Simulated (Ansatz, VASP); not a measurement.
One calculation of AlP5, two programs

```
Al P
1.0
     0.00000    3.58394    3.58394
     3.58394    0.00000    3.58394
     3.58394    3.58394    0.00000
Al P
1 5
Cartesian
  0.0000 0.0000 0.0000
  4.4620 4.4620 4.4620
  4.4620 2.7059 2.7059
  2.7059 2.7059 4.4620
  2.7059 4.4620 2.7059
  1.7920 1.7920 1.7920
```

Change from the starting cell: species swapped into the Be5Au type (F-43m, No. 216).

Alike in both runs: functional PBE; k mesh 10 × 10 × 10; occupations gaussian, width 0.1 eV; no spin polarisation.

Ansatz relaxed the structure, and its values are those at the end. VASP's run is a single point on that final structure, the one shown.

|  | VASP | Ansatz |
| --- | --- | --- |
| version | VASP 6.6.1 | Ansatz 0.2.0 |
| potentials or method | VASP PAW PBE potentials, release 64 (Al, P), cutoff 520 eV | scalar-relativistic, plane waves, PAW |
| valence electrons in the cell | 28 | 28 |

```csv
,VASP,Ansatz,Ansatz less VASP
gap on the k mesh at the Fermi level (eV),none,none,-
pressure (GPa),-0.2,0.0,+0.16
rms of the force components (eV/Å),0.007,0.000,-0.0073
```

A gap of «none» marks a metal or a gap that the smearing closes.
